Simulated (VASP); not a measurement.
A run of VASP 6.6.1 is set up as follows.

Contents of INCAR:

```
ALGO = Normal
DIPOL = 0.5 0.5 0.348
EDIFF = 1E-6
EDIFFG = -0.025
ENCUT = 520
GGA = PE
IBRION = 2
IDIPOL = 3
ISIF = 2
ISMEAR = 0
KPAR = 4
LASPH = True
LCHARG = False
LDIPOL = True
LREAL = False
LWAVE = False
NELM = 80
NSW = 36
PREC = Accurate
SIGMA = 0.1
```

File KPOINTS:

```
k-points
0
Gamma
  9 6 1
```

POSCAR

```
Nb4H
1.0
    2.9829001615      0.0000000000      0.0000000000
    0.0000000000      4.2184578637      0.0000000000
    0.0000000000      0.0000000000     19.8127690725
Nb H
4 1
Selective dynamics
Direct
    0.5000000000      0.5000000000      0.2018900026  F F F
    0.0000000000      0.0000000000      0.2771672178  F F F
    0.5000000000      0.5000000000      0.3569599732  F F F
    0.0000000000      0.0000000000      0.4195662425  F F F
    0.1666666667      0.3000000000      0.4835232232  F F T
```

Potentials or basis: VASP PAW PBE potentials, release 64 (Nb_sv, H).

Launch:

```console
$ cat potpaw_PBE.64/Nb_sv/POTCAR potpaw_PBE.64/H/POTCAR > POTCAR
$ mpirun -np 4 vasp_std > vasp.out
```

Question: Predict the band gap on the k mesh.

Answer: Zero (an odd number of electrons rules out a gap without spin polarisation).

Question: Estimate the energy gained by relaxing.

Answer: 0.1 meV/atom.

Final structure:
```xyz
5
Lattice="2.9829 0.0000 0.0000 0.0000 4.2185 0.0000 0.0000 0.0000 19.8128" Properties=species:S:1:pos:R:3 pbc="T T T"
Nb    1.4915    2.1092    4.0000
Nb    0.0000    0.0000    5.4914
Nb    1.4915    2.1092    7.0724
Nb    0.0000    0.0000    8.3128
H     0.4972    1.2655    9.5692
```
